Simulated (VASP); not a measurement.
# RbBr (Pm-3m) in VASP: single point with r2SCAN

Aim: the single point of RbBr with r2SCAN.

Program: VASP 6.6.1. These are calculated values, not measurements. Logs are shortened: lines on timing, memory, paths and dates and some standing lists are left out, and cuts for length are marked.

## (1) The cell of the first run

The structure is cubic, space group Pm-3m (No. 221). Conventional cell: a = 3.809 Å, b = 3.809 Å, c = 3.809 Å, α = 90.00°, β = 90.00°, γ = 90.00°. Rb (site symmetry m-3m) has 8 Br at 3.30 Å and 6 Rb at 3.81 Å within 4.3 Å. Br (site symmetry m-3m) has 8 Rb at 3.30 Å and 6 Br at 3.81 Å within 4.3 Å.

## (2) Single point, r2SCAN

POSCAR reads:

```
RbBr
1.0
    3.8092670000      0.0000000000      0.0000000000
    0.0000000000      3.8092670000      0.0000000000
    0.0000000000      0.0000000000      3.8092670000
Rb Br
1 1
Direct
    0.0000000000      0.0000000000      0.0000000000
    0.5000000000      0.5000000000      0.5000000000
```

INCAR.step1 reads:

```
ALGO = Normal
EDIFF = 1E-5
ENCUT = 550
GGA = PE
GGA_COMPAT = F
ISMEAR = 0
LASPH = T
LCHARG = F
LREAL = F
LWAVE = T
NBANDS = 15
NELM = 120
PREC = Accurate
SIGMA = 0.0902
```

INCAR.step2 reads:

```
ALGO = Normal
EDIFF = 1E-6
ENCUT = 550
GGA_COMPAT = F
ISIF = 2
ISMEAR = 0
ISTART = 1
LASPH = T
LCHARG = T
LELF = T
LMIXTAU = T
LREAL = F
LVHAR = T
LWAVE = F
METAGGA = R2SCAN
NBANDS = 15
NELM = 120
PREC = Accurate
SIGMA = 0.0902
```

KPOINTS reads:

```
k-points
0
Gamma
  7 7 7
```

Potentials or basis: VASP PAW PBE potentials, release 64 (Rb_sv, Br).

Run with:

```sh
cat potpaw_PBE.64/Rb_sv/POTCAR potpaw_PBE.64/Br/POTCAR > POTCAR
cp INCAR.step1 INCAR
mpirun -np 1 vasp_std > vasp.out
cp INCAR.step2 INCAR
mpirun -np 1 vasp_std > vasp.out
```

OUTCAR:

```text
EDIFF = 1E-6
   ENCUT = 550
   ISIF = 2
   ISMEAR = 0
   ISTART = 1
   LASPH = T
   LREAL = F
   METAGGA = R2SCAN
   NELM = 120
   PREC = Accurate

 ion  position               nearest neighbor table
   1  0.000  0.000  0.000-   2 3.30   2 3.30   2 3.30   2 3.30   2 3.30   2 3.30   2 3.30   2 3.30

   2  0.500  0.500  0.500-   1 3.30   1 3.30   1 3.30   1 3.30   1 3.30   1 3.30   1 3.30   1 3.30

  LATTYP: Found a simple cubic cell.
 ALAT       =     3.8092670000

  Lattice vectors:

 A1 = (   3.8092670000,   0.0000000000,   0.0000000000)
 A2 = (   0.0000000000,   3.8092670000,   0.0000000000)
 A3 = (   0.0000000000,   0.0000000000,   3.8092670000)

Analysis of symmetry for initial positions (statically):
=====================================================================
 Subroutine PRICEL returns:
 Original cell was already a primitive cell.

 Routine SETGRP: Setting up the symmetry group for a
 simple cubic supercell.

 Subroutine GETGRP returns: Found 48 space group operations
 (whereof 48 operations were pure point group operations)
 out of a pool of 48 trial point group operations.

The static configuration has the point symmetry O_h .

Analysis of symmetry for dynamics (positions and initial velocities):
=====================================================================
 Subroutine PRICEL returns:
 Original cell was already a primitive cell.

 Routine SETGRP: Setting up the symmetry group for a
 simple cubic supercell.

 Subroutine GETGRP returns: Found 48 space group operations
 (whereof 48 operations were pure point group operations)
 out of a pool of 48 trial point group operations.

The dynamic configuration has the point symmetry O_h .

 Subroutine INISYM returns: Found 48 space group operations
 (whereof 48 operations are pure point group operations),
 and found     1 'primitive' translations

----------------------------------------------------------------------------------------

                                     Primitive cell

  volume of cell :      55.2744

  direct lattice vectors                    reciprocal lattice vectors
     3.809267000  0.000000000  0.000000000     0.262517697  0.000000000  0.000000000
     0.000000000  3.809267000  0.000000000     0.000000000  0.262517697  0.000000000
     0.000000000  0.000000000  3.809267000     0.000000000  0.000000000  0.262517697

  length of vectors
     3.809267000  3.809267000  3.809267000     0.262517697  0.262517697  0.262517697

  position of ions in fractional coordinates (direct lattice)
     0.000000000  0.000000000  0.000000000
     0.500000000  0.500000000  0.500000000

  ion indices of the primitive-cell ions
   primitive index   ion index
                 1           1
                 2           2

----------------------------------------------------------------------------------------

 KPOINTS: k-points

Automatic generation of k-mesh.
 Grid dimensions read from file:
 generate k-points for:    7    7    7

 Generating k-lattice:

  Cartesian coordinates                     Fractional coordinates (reciprocal lattice)
     0.037502528  0.000000000  0.000000000     0.142857143  0.000000000  0.000000000
     0.000000000  0.037502528  0.000000000     0.000000000  0.142857143  0.000000000
     0.000000000  0.000000000  0.037502528     0.000000000  0.000000000  0.142857143

  Length of vectors
     0.037502528  0.037502528  0.037502528

  Shift w.r.t. Gamma in fractional coordinates (k-lattice)
     0.000000000  0.000000000  0.000000000

 Subroutine IBZKPT returns following result:
 ===========================================

 Found     20 irreducible k-points:

 Following reciprocal coordinates:
            Coordinates               Weight
  0.000000  0.000000  0.000000      1.000000
  0.142857  0.000000  0.000000      6.000000
  0.285714  0.000000  0.000000      6.000000
  0.428571  0.000000  0.000000      6.000000
  0.142857  0.142857  0.000000     12.000000
  0.285714  0.142857  0.000000     24.000000
[... 12 lines left out ...]
  0.428571  0.428571  0.285714     24.000000
  0.428571  0.428571  0.428571      8.000000
   k-points           NKPTS =     20   k-points in BZ     NKDIM =     20   number of bands    NBANDS=     15
   number of dos      NEDOS =    301   number of ions     NIONS =      2
   total plane-waves  NPLWV =  27000
   dimension x,y,z NGX =    30 NGY =   30 NGZ =   30
   dimension x,y,z NGXF=    60 NGYF=   60 NGZF=   60
   ions per type =               1   1
   NGX,Y,Z   is equivalent  to a cutoff of  13.09, 13.09, 13.09 a.u.
   NGXF,Y,Z  is equivalent  to a cutoff of  26.19, 26.19, 26.19 a.u.
 SYSTEM =  unknown system
   PREC   = accura    normal or accurate (medium, high low for compatibility)
   ISTART =      1    job   : 0-new  1-cont  2-samecut
   ICHARG =      0    charge: 1-file 2-atom 10-const
   ISPIN  =      1    spin polarized calculation?
   LNONCOLLINEAR =      F non collinear calculations
   LSORBIT =      F    spin-orbit coupling
   LASPH  =      T    aspherical Exc in radial PAW
   ENCUT  =  550.0 eV  40.42 Ry    6.36 a.u.   7.28  7.28  7.28*2*pi/ulx,y,z
   NELM   =    120;   NELMIN=  2; NELMDL=  0     # of ELM steps
   EDIFF  = 0.1E-05   stopping-criterion for ELM
   LREAL  =      F    real-space projection
   EDIFFG = 0.1E-04   stopping-criterion for IOM
   NSW    =      0    number of steps for IOM
   IBRION =     -1    ionic relax: 0-MD 1-quasi-New 2-CG
   NFREE  =      0    steps in history (QN), initial steepest desc. (CG)
   ISIF   =      2    stress and relaxation
   ISYM   =      2    0-nonsym 1-usesym 2-fastsym
   POTIM  = 0.5000    time-step for ionic-motion
   TEBEG  =    0.0;   TEEND  =   0.0 temperature during run
   PSTRESS=    0.0 pullay stress
   NELECT =      16.0000    total number of electrons
   NUPDOWN=      -1.0000    fix difference up-down
   EMIN   =  10.00;   EMAX   =-10.00  energy-range for DOS
   EFERMI =   0.00;   METHOD = LEGACY
   ISMEAR =     0;   SIGMA  =   0.09  broadening in eV -4-tet -1-fermi 0-gaus
   EFERMI_NEDOS =   21; number of points for ismear=-14 and -15
   IALGO  =     38    algorithm
   IMIX   =      4    mixing-type and parameters
     AMIX     =   0.40;   BMIX     =  1.00
     AMIX_MAG =   1.60;   BMIX_MAG =  1.00
  volume/ion in A,a.u.               =      27.64       186.51
  Fermi-wavevector in a.u.,A,eV,Ry     =   1.082946  2.046471 15.956528  1.172772
  Thomas-Fermi vector in A             =   2.219000
   LORBIT       =      0    0 simple, 1 ext, 2 COOP (PROOUT), +10 PAW based schemes
   METAGGA = R2SCAN    functional components
   LHFCALC =     F    Hartree Fock is set to
   AEXX    =    0.0000 exact exchange contribution
   IVDW    =     0    specifies the selected vdW correction
   LEPSILON=     F    determine dielectric tensor
   LRPA    =     F    only Hartree local field effects (RPA)
 non-spin polarized calculation
 Gauss-broadening in eV      SIGMA  =   0.09
  energy-cutoff  :      550.00
  volume of cell :       55.27
 maximum number of plane-waves:      1647
 NGX is ok and might be reduce to    30
   NGX = 15   NGY = 15   NGZ = 15

 number of electron      16.0000001 magnetization

 Free energy of the ion-electron system (eV)
  ---------------------------------------------------
  ext. energy  EPLUGINS =         0.00000000
  ---------------------------------------------------
  free energy    TOTEN  =       -30.82450237 eV

  energy without entropy =      -30.82450237  energy(sigma->0) =      -30.82450237

 E-fermi :   0.7065     XC(G=0):  -9.4627

 val. band max:        0.2748086013   @ k =   0.4286   0.4286   0.0000
 cond. band min:       6.0162633404   @ k =   0.0000   0.0000   0.0000
 fundamental gap:      5.7414547391
 Fermi energy:         0.7065170599

 k-point     1 :       0.0000    0.0000    0.0000
  band No.  band energies     occupation
      1     -25.3542      2.00000
      2     -13.2365      2.00000
      3      -8.7303      2.00000
      4      -8.7303      2.00000
      5      -8.7303      2.00000
      6       0.1824      2.00000
      7       0.1824      2.00000
      8       0.1824      2.00000
      9       6.0163      0.00000
     10       6.0163      0.00000
     11       6.2943      0.00000
     12      11.6244      0.00000
     13      11.6244      0.00000
     14      11.6244      0.00000
     15      14.6505      0.00000

 k-point     2 :       0.1429    0.0000    0.0000
  band No.  band energies     occupation
      1     -25.3429      2.00000
      2     -13.2493      2.00000
      3      -8.7627      2.00000
      4      -8.7085      2.00000
      5      -8.7085      2.00000
      6      -0.3740      2.00000
      7       0.1383      2.00000
      8       0.1383      2.00000
      9       6.2089      0.00000
     10       6.5973      0.00000
     11       7.0102      0.00000
     12      11.5206      0.00000
     13      11.5206      0.00000
     14      11.7806      0.00000
     15      13.3564      0.00000

 k-point     3 :       0.2857    0.0000    0.0000
  band No.  band energies     occupation
      1     -25.3173      2.00000
      2     -13.2835      2.00000
      3      -8.8126      2.00000
      4      -8.6586      2.00000
      5      -8.6586      2.00000
      6      -1.3585      2.00000
      7       0.0359      2.00000
      8       0.0359      2.00000
      9       6.7661      0.00000
     10       7.9038      0.00000
     11       8.6066      0.00000
     12      11.4249      0.00000
     13      11.4857      0.00000
     14      11.4857      0.00000
     15      12.2053      0.00000
[... 271 lines left out ...]
 k-point    19 :       0.4286    0.4286    0.2857
  band No.  band energies     occupation
      1     -25.2179      2.00000
      2     -12.7899      2.00000
      3      -9.2112      2.00000
      4      -9.1933      2.00000
      5      -8.9372      2.00000
      6      -1.4298      2.00000
      7      -1.4023      2.00000
      8      -0.9830      2.00000
      9       8.2457      0.00000
     10       9.2704      0.00000
     11       9.4951      0.00000
     12      10.4559      0.00000
     13      12.3764      0.00000
     14      12.3769      0.00000
     15      14.7154      0.00000

 k-point    20 :       0.4286    0.4286    0.4286
  band No.  band energies     occupation
      1     -25.2015      2.00000
      2     -12.7012      2.00000
      3      -9.1516      2.00000
      4      -9.1336      2.00000
      5      -9.1336      2.00000
      6      -1.6414      2.00000
      7      -1.6414      2.00000
      8      -1.5109      2.00000
      9       9.3848      0.00000
     10       9.8913      0.00000
     11       9.8913      0.00000
     12      11.7856      0.00000
     13      11.8160      0.00000
     14      11.8160      0.00000
     15      14.7288      0.00000

------------------------ aborting loop because EDIFF is reached ----------------------------------------

  FORCE on cell =-STRESS in cart. coord.  units (eV):
  Direction    XX          YY          ZZ          XY          YZ          ZX
  --------------------------------------------------------------------------------------
  -------------------------------------------------------------------------------------
  Total        2.6526355      2.6526355      2.6526355     -0.0000000      0.0000000      0.0000000
  in kB       76.8889480     76.8889480     76.8889480     -0.0000000      0.0000000      0.0000000
  external PRESSURE =      76.8889480 kB  Pullay stress =       0.0000000 kB

 VOLUME and BASIS-vectors are now :
 -----------------------------------------------------------------------------
  energy-cutoff  :      550.00
  volume of cell :       55.27
      direct lattice vectors                 reciprocal lattice vectors
     3.809267000  0.000000000  0.000000000     0.262517697  0.000000000  0.000000000
     0.000000000  3.809267000  0.000000000     0.000000000  0.262517697  0.000000000
     0.000000000  0.000000000  3.809267000     0.000000000  0.000000000  0.262517697

 POSITION                                       TOTAL-FORCE (eV/Angst)
 -----------------------------------------------------------------------------------
      0.00000      0.00000      0.00000         0.000000      0.000000      0.000000
      1.90463      1.90463      1.90463         0.000000      0.000000      0.000000
 -----------------------------------------------------------------------------------
    total drift:                                0.000000      0.000000     -0.000000

  FREE ENERGIE OF THE ION-ELECTRON SYSTEM (eV)
  ---------------------------------------------------
  free  energy   TOTEN  =       -30.8245023714 eV

  energy  without entropy=      -30.8245023714  energy(sigma->0) =      -30.82450237
```

Wall time 2.8 min (1 thread of Intel Xeon 8259CL, shared host); peak memory 0.17 GiB.

Results:

| Item | Value |
| --- | --- |
| Free energy | -30.8245 eV |
| Pressure | 7.7 GPa |
| Band gap on the k mesh | 5.74 eV (least direct gap 5.83 eV) |

Levels at points of the mesh, in eV from the valence-band top:
| k point | band 5 | band 6 | band 7 | band 8 | band 9 | band 10 | band 11 | band 12 |
| --- | --- | --- | --- | --- | --- | --- | --- | --- |
| (0.00, 0.00, 0.00) | -9.01 | -0.09 | -0.09 | -0.09 | 5.74 | 5.74 | 6.02 | 11.35 |

Caveat: the cell stands under pressure; the PAW data sets were made with another functional, which shifts forces and pressure a little; an odd mesh through Γ misses points on the zone boundary, where band edges can lie.
